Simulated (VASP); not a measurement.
# SnPb3S4 (P1) in VASP: single point with PBE

Aim: the single point of SnPb3S4 with PBE.

All numbers are computed with VASP 6.6.1; they aren't measurements. Logs are shortened: lines on timing, memory, paths and dates and some standing lists are left out, and cuts for length are marked.

**1. The cell of the first run**

The typed cell holds 8 atoms: a = 6.011 Å, b = 6.011 Å, c = 7.343 Å, α = 114.12°, β = 114.14°, γ = 90.05°.

**2. Single point, PBE**

INCAR reads:

```
SYSTEM = SnPb3S4
ALGO = Normal
EDIFF = 1E-6
ENCUT = 520
GGA = PE
ISIF = 2
ISMEAR = 0
LASPH = .TRUE.
LCHARG = .FALSE.
LREAL = .FALSE.
LWAVE = .FALSE.
NBANDS = 50
NELM = 60
PREC = Accurate
SIGMA = 0.2
```

KPOINTS reads:

```
k-points
0
G
  4 4 4
  0 0 0
```

POSCAR reads:

```
SnPb3S4
1.0
   -4.2489782284      0.0001635970     -4.2524880877
   -4.2489156001      0.0012528708      4.2524199390
    4.2479183176      5.9895752157      0.0008548472
Sn Pb S
1 3 4
Direct
    0.5239040827      0.4895293286      0.0133002927
    0.2568035564      0.7451163687      0.5002695278
    0.7551691298      0.2434007071      0.5001933525
    0.0122035632      0.9980813846      1.0101842255
    0.9710456627      0.5024787400      0.0069911101
    0.2432376493      0.2415765732      0.4850229908
    0.5044207539      0.0360676986      0.0069558279
    0.7339746020      0.7429901992      0.4770826728
```

Potentials or basis: VASP PAW PBE potentials, release 64 (Sn_d, Pb_d, S).

Command:

```sh
> cat potpaw_PBE.64/Sn_d/POTCAR potpaw_PBE.64/Pb_d/POTCAR potpaw_PBE.64/S/POTCAR > POTCAR
> mpirun -np 1 vasp_std > vasp.out
```

OUTCAR:

```text
SYSTEM = SnPb3S4
   EDIFF = 1E-6
   ENCUT = 520
   GGA = PE
   ISIF = 2
   ISMEAR = 0
   LASPH = .TRUE.
   LREAL = .FALSE.
   NELM = 60
   PREC = Accurate

 ion  position               nearest neighbor table
   1  0.524  0.490  0.013-   7 2.71   5 2.71   8 2.78   6 3.17
   2  0.257  0.745  0.500-   8 2.94   5 2.96   6 2.98   6 3.03   7 3.04   8 3.08
   3  0.755  0.243  0.500-   8 2.94   7 2.96   6 2.98   6 3.03   5 3.04   8 3.08
   4  0.012  0.998  0.010-   6 2.84   7 2.98   5 2.98   5 3.05   7 3.05   8 3.19
   5  0.971  0.502  0.007-   1 2.71   2 2.96   4 2.98   3 3.04   4 3.05
   6  0.243  0.242  0.485-   4 2.84   3 2.98   2 2.98   2 3.03   3 3.03   1 3.17
   7  0.504  0.036  0.007-   1 2.71   3 2.96   4 2.98   2 3.04   4 3.05
   8  0.734  0.743  0.477-   1 2.78   2 2.94   3 2.94   3 3.08   2 3.08   4 3.19

  LATTYP: Found a triclinic cell.
 ALAT       =    11.2340162436
 B/A-ratio  =     0.5351109404
 C/A-ratio  =     1.0664545011
 COS(alpha) =     0.0000516561
 COS(beta)  =     0.5333828803
 COS(gamma) =     0.8024732097

  Lattice vectors:

 A1 = (   8.4989537393,  -5.9911552805,   4.2517013892)
 A2 = (   4.2489782284,  -0.0001635970,   4.2524880877)
 A3 = (   0.0020571933, -11.9805668992,  -0.0016415457)

Analysis of symmetry for initial positions (statically):
=====================================================================
 Subroutine PRICEL returns:
 Original cell was already a primitive cell.

 Routine SETGRP: Setting up the symmetry group for a
 triclinic supercell.

 Subroutine GETGRP returns: Found  1 space group operations
 (whereof  1 operations were pure point group operations)
 out of a pool of  2 trial point group operations.

The static configuration has the point symmetry C_1 .

Analysis of symmetry for dynamics (positions and initial velocities):
=====================================================================
 Subroutine PRICEL returns:
 Original cell was already a primitive cell.

 Routine SETGRP: Setting up the symmetry group for a
 triclinic supercell.

 Subroutine GETGRP returns: Found  1 space group operations
 (whereof  1 operations were pure point group operations)
 out of a pool of  2 trial point group operations.

The dynamic configuration has the point symmetry C_1 .

 Subroutine INISYM returns: Found  1 space group operations
 (whereof  1 operations are pure point group operations),
 and found     1 'primitive' translations

----------------------------------------------------------------------------------------

                                     Primitive cell

  volume of cell :     216.4703

  direct lattice vectors                    reciprocal lattice vectors
    -4.248978228  0.000163597 -4.252488088    -0.117661362  0.083464412 -0.117588990
    -4.248915600  0.001252871  4.252419939    -0.117663253  0.083432191  0.117569348
     4.247918318  5.989575216  0.000854847     0.000027826  0.166937016 -0.000021381

  length of vectors
     6.011444997  6.011352650  7.343011782     0.186111995  0.186086333  0.166937020

  position of ions in fractional coordinates (direct lattice)
     0.523904083  0.489529329  0.013300293
     0.256803556  0.745116369  0.500269528
     0.755169130  0.243400707  0.500193352
     0.012203563  0.998081385  0.010184225
     0.971045663  0.502478740  0.006991110
     0.243237649  0.241576573  0.485022991
     0.504420754  0.036067699  0.006955828
     0.733974602  0.742990199  0.477082673

  ion indices of the primitive-cell ions
   primitive index   ion index
                 1           1
                 2           2
                 3           3
                 4           4
                 5           5
                 6           6
                 7           7
                 8           8

----------------------------------------------------------------------------------------

 KPOINTS: k-points

Automatic generation of k-mesh.
 Grid dimensions read from file:
 generate k-points for:    4    4    4

 Generating k-lattice:

  Cartesian coordinates                     Fractional coordinates (reciprocal lattice)
    -0.029415340  0.020866103 -0.029397248     0.250000000  0.000000000 -0.000000000
    -0.029415813  0.020858048  0.029392337     0.000000000  0.250000000  0.000000000
     0.000006956  0.041734254 -0.000005345     0.000000000  0.000000000  0.250000000

  Length of vectors
     0.046527999  0.046521583  0.041734255

  Shift w.r.t. Gamma in fractional coordinates (k-lattice)
     0.000000000  0.000000000  0.000000000

 Subroutine IBZKPT returns following result:
 ===========================================

 Found     36 irreducible k-points:

 Following reciprocal coordinates:
            Coordinates               Weight
  0.000000  0.000000  0.000000      1.000000
  0.250000  0.000000  0.000000      2.000000
  0.500000  0.000000  0.000000      1.000000
  0.000000  0.250000  0.000000      2.000000
  0.250000  0.250000  0.000000      2.000000
  0.500000  0.250000  0.000000      2.000000
[... 16 lines left out ...]
 -0.000000 -0.250000  0.250000      2.000000
  0.250000 -0.250000  0.250000      2.000000
 [... further k-points ...]
   k-points           NKPTS =     36   k-points in BZ     NKDIM =     36   number of bands    NBANDS=     50
   number of dos      NEDOS =    301   number of ions     NIONS =      8
   total plane-waves  NPLWV = 129024
   dimension x,y,z NGX =    48 NGY =   48 NGZ =   56
   dimension x,y,z NGXF=    96 NGYF=   96 NGZF=  112
   ions per type =               1   3   4
   NGX,Y,Z   is equivalent  to a cutoff of  13.27, 13.27, 12.68 a.u.
   NGXF,Y,Z  is equivalent  to a cutoff of  26.55, 26.55, 25.36 a.u.
 SYSTEM =  SnPb3S4
   PREC   = accura    normal or accurate (medium, high low for compatibility)
   ISTART =      0    job   : 0-new  1-cont  2-samecut
   ICHARG =      2    charge: 1-file 2-atom 10-const
   ISPIN  =      1    spin polarized calculation?
   LNONCOLLINEAR =      F non collinear calculations
   LSORBIT =      F    spin-orbit coupling
   LASPH  =      T    aspherical Exc in radial PAW
   ENCUT  =  520.0 eV  38.22 Ry    6.18 a.u.  11.18 11.18 13.65*2*pi/ulx,y,z
   NELM   =     60;   NELMIN=  2; NELMDL= -5     # of ELM steps
   EDIFF  = 0.1E-05   stopping-criterion for ELM
   LREAL  =      F    real-space projection
   EDIFFG = 0.1E-04   stopping-criterion for IOM
   NSW    =      0    number of steps for IOM
   IBRION =     -1    ionic relax: 0-MD 1-quasi-New 2-CG
   NFREE  =      0    steps in history (QN), initial steepest desc. (CG)
   ISIF   =      2    stress and relaxation
   ISYM   =      2    0-nonsym 1-usesym 2-fastsym
   POTIM  = 0.5000    time-step for ionic-motion
   TEBEG  =    0.0;   TEEND  =   0.0 temperature during run
   PSTRESS=    0.0 pullay stress
   NELECT =      80.0000    total number of electrons
   NUPDOWN=      -1.0000    fix difference up-down
   EMIN   =  10.00;   EMAX   =-10.00  energy-range for DOS
   EFERMI =   0.00;   METHOD = LEGACY
   ISMEAR =     0;   SIGMA  =   0.20  broadening in eV -4-tet -1-fermi 0-gaus
   EFERMI_NEDOS =   21; number of points for ismear=-14 and -15
   IALGO  =     38    algorithm
   IMIX   =      4    mixing-type and parameters
     AMIX     =   0.40;   BMIX     =  1.00
     AMIX_MAG =   1.60;   BMIX_MAG =  1.00
  volume/ion in A,a.u.               =      27.06       182.60
  Fermi-wavevector in a.u.,A,eV,Ry     =   1.174822  2.220092 18.778852  1.380207
  Thomas-Fermi vector in A             =   2.311213
   LORBIT       =      0    0 simple, 1 ext, 2 COOP (PROOUT), +10 PAW based schemes
   GGA     = PE    functional components
   LHFCALC =     F    Hartree Fock is set to
   AEXX    =    0.0000 exact exchange contribution
   IVDW    =     0    specifies the selected vdW correction
   LEPSILON=     F    determine dielectric tensor
   LRPA    =     F    only Hartree local field effects (RPA)
 non-spin polarized calculation
 Gauss-broadening in eV      SIGMA  =   0.20
  energy-cutoff  :      520.00
  volume of cell :      216.47
 maximum number of plane-waves:      5856
 NGX is ok and might be reduce to    48
   NGX = 23   NGY = 23   NGZ = 27

 number of electron      80.0000002 magnetization

 Free energy of the ion-electron system (eV)
  ---------------------------------------------------
  ext. energy  EPLUGINS =         0.00000000
  ---------------------------------------------------
  free energy    TOTEN  =       -35.05926386 eV

  energy without entropy =      -35.05449535  energy(sigma->0) =      -35.05687960

 E-fermi :   5.7340     XC(G=0):  -9.4498

 val. band max:        5.6264173640   @ k =   0.5000   0.5000   0.5000
 cond. band min:       5.8462012562   @ k =   0.5000   0.5000   0.0000
 fundamental gap:      0.2197838922
 Fermi energy:         5.7339815454

 k-point     1 :       0.0000    0.0000    0.0000
  band No.  band energies     occupation
      1     -15.8692      2.00000
      2     -15.8619      2.00000
      3     -15.8473      2.00000
      4     -15.8428      2.00000
      5     -15.8297      2.00000
      6     -11.5960      2.00000
[... 42 lines left out ...]
     49      10.2245      0.00000
     50      10.3814      0.00000

 k-point     2 :       0.2500    0.0000    0.0000
  band No.  band energies     occupation
      1     -15.8690      2.00000
      2     -15.8615      2.00000
      3     -15.8469      2.00000
      4     -15.8428      2.00000
      5     -15.8297      2.00000
      6     -11.5819      2.00000
[... 42 lines left out ...]
     49       9.5972      0.00000
     50       9.9021      0.00000

 k-point     3 :       0.5000    0.0000    0.0000
  band No.  band energies     occupation
      1     -15.8688      2.00000
      2     -15.8612      2.00000
      3     -15.8464      2.00000
      4     -15.8427      2.00000
      5     -15.8298      2.00000
      6     -11.5621      2.00000
[... 1102 lines left out ...]
     49       9.5980      0.00000
     50       9.8712      0.00000

 k-point    24 :       0.2500   -0.2500    0.2500
  band No.  band energies     occupation
      1     -15.8688      2.00000
      2     -15.8612      2.00000
      3     -15.8465      2.00000
      4     -15.8428      2.00000
      5     -15.8298      2.00000
      6     -11.5684      2.00000
[... 42 lines left out ...]
     49       9.2116      0.00000
     50       9.5916      0.00000

 [... further k-points ...]
[... 5 lines left out ...]
  --------------------------------------------------------------------------------------
  -------------------------------------------------------------------------------------
  Total       -0.0915473     -0.1017806     -0.0827312      0.0050443      0.0118923     -0.0004154
  in kB       -0.6775759     -0.7533159     -0.6123246      0.0373346      0.0880196     -0.0030744
  external PRESSURE =      -0.6810722 kB  Pullay stress =       0.0000000 kB

 VOLUME and BASIS-vectors are now :
 -----------------------------------------------------------------------------
  energy-cutoff  :      520.00
  volume of cell :      216.47
      direct lattice vectors                 reciprocal lattice vectors
    -4.248978228  0.000163597 -4.252488088    -0.117661362  0.083464412 -0.117588990
    -4.248915600  0.001252871  4.252419939    -0.117663253  0.083432191  0.117569348
     4.247918318  5.989575216  0.000854847     0.000027826  0.166937016 -0.000021381

 POSITION                                       TOTAL-FORCE (eV/Angst)
 -----------------------------------------------------------------------------------
     -4.24953      0.08036     -0.14620         0.000704      0.003579      0.006911
     -2.13199      2.99738      2.07692         0.000324     -0.002327      0.001485
     -2.11811      2.99637     -2.17588        -0.000783     -0.001003      0.001915
     -4.24935      0.06225      4.19237        -0.000074     -0.006660      0.006950
     -6.23124      0.04266     -1.99260         0.002741      0.004345     -0.004641
      0.00039      2.90542     -0.00667        -0.000052      0.001205     -0.003817
     -2.26697      0.04179     -1.99166        -0.002746      0.005134     -0.005326
     -4.24894      2.85857      0.03870        -0.000113     -0.004272     -0.003477
 -----------------------------------------------------------------------------------
    total drift:                                0.000026     -0.000340      0.000531

  FREE ENERGIE OF THE ION-ELECTRON SYSTEM (eV)
  ---------------------------------------------------
  free  energy   TOTEN  =       -35.0592638564 eV

  energy  without entropy=      -35.0544953474  energy(sigma->0) =      -35.05687960
```

It took 6.2 min on 1 thread of Intel Xeon Platinum 8488C (Sapphire Rapids), shared host; peak memory 0.55 GiB.

Results:

```
Free energy            : -35.0593 eV
Pressure               : -0.1 GPa
Largest force          : 0.010 eV/Å
Band gap on the k mesh : 0.22 eV (least direct gap 0.28 eV)
```

Forces on the atoms (eV/Å):
```
Sn   0.001  0.004  0.007
Pb   0.000 -0.002  0.001
Pb  -0.001 -0.001  0.002
Pb   0.000 -0.007  0.007
S    0.003  0.004 -0.005
S    0.000  0.001 -0.004
S   -0.003  0.005 -0.005
S    0.000 -0.004 -0.003
```

Levels at points of the mesh, in eV from the valence-band top:
```
           k point  band 36  band 37  band 38  band 39  band 40  band 41  band 42  band 43  band 44  band 45
(0.00, 0.00, 0.00)    -2.36    -2.35    -2.26    -1.32    -1.13     1.89     1.91     3.22     4.06     4.07
(0.50, 0.00, 0.00)    -2.41    -1.67    -1.49    -1.35    -0.95     1.41     1.55     1.65     1.97     2.86
(0.00, 0.50, 0.00)    -2.32    -1.64    -1.50    -1.35    -1.00     1.33     1.58     1.71     2.04     2.88
(0.50, 0.50, 0.00)    -2.00    -1.22    -1.01    -0.58    -0.06     0.22     0.34     1.04     1.27     1.73
(0.00, 0.00, 0.50)    -3.09    -2.87    -2.87    -2.08    -1.50     1.67     2.55     3.42     3.45     3.54
(0.50, 0.00, 0.50)    -2.32    -1.64    -1.50    -1.35    -1.00     1.33     1.58     1.71     2.04     2.88
(0.00, 0.50, 0.50)    -2.41    -1.67    -1.49    -1.34    -0.94     1.41     1.55     1.65     1.97     2.86
(0.50, 0.50, 0.50)    -2.02    -1.25    -1.11    -0.68     0.00     0.32     0.40     1.04     1.23     1.70
```

Caveat: spin-orbit coupling is left out, which moves the levels of the heavy elements. A k mesh can miss the band edges.
